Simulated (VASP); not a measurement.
Wanted: the native input for a VASP 6.6.1 run.

```
Task                   : single point
Functional             : PBEsol
Potentials or basis    : VASP PAW PBE potentials, release 64 (Cu)
Cutoff                 : 520 eV
k mesh                 : 13 × 13 × 7
Occupations            : fermi-dirac, width 0.05 eV
Spin                   : no spin polarisation
Dipole correction      : no
Further INCAR settings : ALGO = Normal; EDIFF = 1e-06; NBANDS = 18
```

The structure of Cu lies in POSCAR:

```
Cu
1.0
    2.5837977945      0.0000000000      0.0000000000
   -1.2918983874      2.2376341432      0.0000000000
    0.0000000000      0.0000000000      4.1932301247
Cu
2
Direct
    0.3333333333      0.6666666667      0.2500000000
    0.6666666667      0.3333333333      0.7500000000
```

These files were run (other wordings do the same):

INCAR

```
PREC     = Accurate       # precision mode
ENCUT    = 520            # plane-wave cutoff, eV
EDIFF    = 1E-6           # SCF threshold, eV
ISMEAR   = -1             # smearing method
SIGMA    = 0.05           # smearing width, eV
LREAL    = F              # projectors in reciprocal space
LASPH    = T              # aspherical terms in the spheres
NELM     = 80             # most SCF steps
ALGO     = Normal         # electronic algorithm
ISIF     = 2              # what is computed and relaxed
LWAVE    = F              # write WAVECAR
LCHARG   = T              # write CHGCAR
GGA      = PS             # functional
LELF     = T              # ELF
LVHAR    = T            
NBANDS   = 18             # bands
```

KPOINTS

```
regular mesh
0
Gamma
  13 13 7
```

Potentials or basis: VASP PAW PBE potentials, release 64 (Cu).

Launch:

```bash
$ cat potpaw_PBE.64/Cu/POTCAR > POTCAR
$ mpirun -np 1 vasp_std > vasp.out
```

Results of the run:

* Pressure: -9.1 GPa
* Band gap on the k mesh: zero (band 11 reaches 10.02 eV, above the bottom of band 12 at 5.24 eV)

Caveat: the PAW data sets were made with another functional, which shifts forces and pressure a little.

Run time: 17 s on 1 thread of Intel(R) Xeon(R) Platinum 8559C (Emerald Rapids) (shared host), peak memory 0.15 GiB.
